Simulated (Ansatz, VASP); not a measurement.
**One calculation of BAs, two programs**

```
B As
1.0
     0.00000    2.40963    2.40963
     2.40963    0.00000    2.40963
     2.40963    2.40963    0.00000
B As
1 1
Direct
  0.25000 0.25000 0.25000
  0.00000 0.00000 0.00000
```

Alike in both runs: task single point; functional BLYP; k mesh 6 × 6 × 6; occupations gaussian, width 0.1 eV; no spin polarisation.

```csv
,VASP,Ansatz
version,VASP 6.6.1,Ansatz 0.2.0
potentials or method,"VASP PAW PBE potentials, release 64 (B, As), cutoff 520 eV","scalar-relativistic, plane waves, PAW"
valence electrons in the cell,8,18
```

Ansatz gave:

- gap on the k mesh at the Fermi level (eV): 1.51
- least direct gap on the mesh (eV): 3.33
- pressure (GPa): 4.1

Task: Estimate VASP's values.

Result: gap on the k mesh at the Fermi level (eV): 1.50; least direct gap on the mesh (eV): 3.33; pressure (GPa): 4.9.

VASP's potentials were made for PBE, not for BLYP. VASP's potentials hold 8 valence electrons a cell and Ansatz's 18, so a difference there can come from the potentials and not from the codes.
